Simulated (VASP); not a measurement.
Here is a VASP 6.6.1 calculation.

Contents of POSCAR:

```
CdSe
1.0
    0.1343670592      3.0960028022      3.0960028022
    3.0960028022      0.1343670592      3.0960028022
    3.0960028022      3.0960028022      0.1343670592
Cd Se
1 1
Direct
    0.0047784739      0.0047784739      0.0047784739
    0.2452215261      0.2452215261      0.2452215261
```

INCAR.step1

```
SYSTEM = CdSe
ALGO = Normal
EDIFF = 1E-4
ENCUT = 520
GGA = PE
ISMEAR = 0
LASPH = .TRUE.
LCHARG = .FALSE.
LREAL = .FALSE.
LWAVE = .TRUE.
NBANDS = 16
NELM = 60
PREC = Accurate
SIGMA = 0.01
```

The input INCAR.step2:

```
SYSTEM = CdSe
ALGO = Normal
EDIFF = 1E-6
ENCUT = 520
ISIF = 2
ISMEAR = 0
ISTART = 1
LASPH = .TRUE.
LCHARG = .FALSE.
LMIXTAU = .TRUE.
LREAL = .FALSE.
LWAVE = .FALSE.
METAGGA = R2SCAN
NBANDS = 16
NELM = 60
PREC = Accurate
SIGMA = 0.01
```

Contents of KPOINTS:

```
k-points
0
G
  8 8 8
  0 0 0
```

Potentials or basis: VASP PAW PBE potentials, release 64 (Cd, Se).

Command:

```console
$ cat potpaw_PBE.64/Cd/POTCAR potpaw_PBE.64/Se/POTCAR > POTCAR
$ cp INCAR.step1 INCAR
$ mpirun -np 1 vasp_std > vasp.out
$ cp INCAR.step2 INCAR
$ mpirun -np 1 vasp_std > vasp.out
```

Problem. What does it give for the band gap on the k mesh?

Solution. 0.94 eV.

Problem. What does it give for the pressure?

Solution. 2.3 GPa.

Stress tensor (GPa, compression positive):
```
 2.29 -1.01 -1.01
-1.01  2.29 -1.01
-1.01 -1.01  2.29
```

Caveat: the cell differs from its parent crystal (epitaxial 111 strain -3.5%); the PAW data sets were made with another functional, which shifts forces and pressure a little.
